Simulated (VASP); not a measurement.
Here is a VASP 6.6.1 calculation.

POSCAR

```
LiBr
1.0
    0.0000000000      2.7932788647      2.7932788647
    2.7932788647      0.0000000000      2.7932788647
    2.7932788647      2.7932788647      0.0000000000
Li Br
1 1
Direct
    0.0000000000      0.0000000000      0.0000000000
    0.5000000000      0.5000000000      0.5000000000
```

The input INCAR.step1:

```
PREC = Accurate ; ENCUT = 830
ISMEAR = 0 ; SIGMA = 0.01
LREAL = F ; LASPH = T
NELM = 120 ; NBANDS = 12
GGA = PE ; ALGO = Normal
EDIFF = 1E-5 ; LWAVE = T
LCHARG = F ; GGA_COMPAT = F
```

The input INCAR.step2:

```
PREC = Accurate ; ENCUT = 830
EDIFF = 1E-6 ; ISMEAR = 0
SIGMA = 0.01 ; LREAL = F
LASPH = T ; NELM = 120
ALGO = Normal ; ISIF = 2
LWAVE = F ; LCHARG = F
METAGGA = R2SCAN ; LMIXTAU = T
NBANDS = 12 ; ISTART = 1
GGA_COMPAT = F
```

KPOINTS

```
regular mesh
0
Gamma
  6 6 6
```

Potentials or basis: VASP PAW PBE potentials, release 64 (Li_sv, Br).

Run with:

```console
$ cat potpaw_PBE.64/Li_sv/POTCAR potpaw_PBE.64/Br/POTCAR > POTCAR
$ cp INCAR.step1 INCAR
$ mpirun -np 1 vasp_std > vasp.out
$ cp INCAR.step2 INCAR
$ mpirun -np 1 vasp_std > vasp.out
```

Question: Estimate the pressure.

Answer: -1.7 GPa.

Question: Estimate the band gap on the k mesh.

Answer: 5.67 eV, direct.

Caveat: the PAW data sets were made with another functional, which shifts forces and pressure a little.
